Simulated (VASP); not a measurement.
MgO:

```
CELL_PARAMETERS angstrom
2.51264 0.00000 0.00000
0.00000 2.62335 0.00000
0.00000 0.00000 2.62335
ATOMIC_POSITIONS crystal
Mg 0.00000 0.00000 0.00000
O 0.50000 0.50000 0.50000
```

This cell differs from its parent crystal: uniaxial x strain -4.2%.

Base run:

| Item | Value |
| --- | --- |
| Program | VASP 6.6.1 |
| Functional | r2SCAN |
| Potentials or basis | VASP PAW PBE potentials, release 64 (Mg, O) |
| Cutoff | 520 eV |
| k mesh | 10 × 10 × 10 |
| Occupations | gaussian, width 0.01 eV |
| Spin | no spin polarisation |

Its results: band gap on the k mesh 3.48 eV, indirect (least direct gap 4.43 eV); pressure 6.5 GPa.

Question: The run is repeated on the same cell with these changes: potentials or basis from VASP PAW PBE potentials, release 64 (Mg, O) to VASP PAW PBE potentials, release 64 (Mg_sv, O); cutoff from 520 eV to 660 eV; further incar settings from ALGO = Normal; EDIFF = 1e-07; NBANDS = 11 to ALGO = Normal; EDIFF = 1e-06; NBANDS = 15; valence electrons from 8 to 16. What comes out?

Answer: Band gap on the k mesh 3.57 eV, indirect (least direct gap 4.51 eV); pressure 7.3 GPa.

Caveats: the PAW data sets were made with another functional, which shifts forces and pressure a little.

A k mesh can miss the band edges.
